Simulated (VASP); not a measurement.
Rb3ClO: single point with LDA

Crystal: Rb3ClO.

```
CELL_PARAMETERS angstrom
5.68612 -0.87479 -0.87479
-0.87479 5.68612 -0.87479
-0.87479 -0.87479 5.68612
ATOMIC_POSITIONS crystal
Rb 0.00000 0.00000 0.50000
Rb 0.00000 0.50000 0.00000
Rb 0.50000 0.00000 0.00000
Cl 0.50000 0.50000 0.50000
O 0.00000 0.00000 0.00000
```

This cell differs from its parent crystal: ratio of the length along [111] to the lengths across it x 0.6, volume and fractional coordinates fixed.

```json
{
 "Program": "VASP 6.6.1",
 "Task": "single point",
 "Functional": "LDA",
 "Potentials or basis": "VASP PAW LDA potentials, release 64 (Rb_sv, Cl, O)",
 "Cutoff": "520 eV",
 "k mesh": "8 × 8 × 8",
 "Occupations": "gaussian, width 0.03 eV",
 "Spin": "no spin polarisation"
}
```

```yaml
Pressure: -2.6 GPa
Band_gap_on_the_k_mesh: 0.06 eV, indirect (least direct gap 0.10 eV)
```

Stress tensor (GPa, compression positive):
```
-2.63  2.77  2.77
 2.77 -2.63  2.77
 2.77  2.77 -2.63
```

Levels at points of the mesh, in eV from the valence-band top:
| k point | band 18 | band 19 | band 20 | band 21 | band 22 | band 23 |
| --- | --- | --- | --- | --- | --- | --- |
| (0.00, 0.00, 0.00) | -0.38 | -0.21 | -0.21 | 0.09 | 1.44 | 1.44 |
| (0.50, 0.00, 0.00) | -0.86 | -0.29 | -0.27 | 1.54 | 1.56 | 2.80 |
| (0.50, 0.50, 0.00) | -1.11 | -0.61 | -0.07 | 1.89 | 2.19 | 2.74 |
| (0.50, 0.50, 0.50) | -1.22 | -1.22 | -0.69 | 2.11 | 2.11 | 2.46 |

Wall time 6.1 min on 1 thread of Intel(R) Xeon(R) Platinum 8259CL CPU @ 2.50GHz (Skylake/Cascade Lake), with other jobs on the host, peak memory 0.43 GiB.

 A k mesh can miss the band edges.
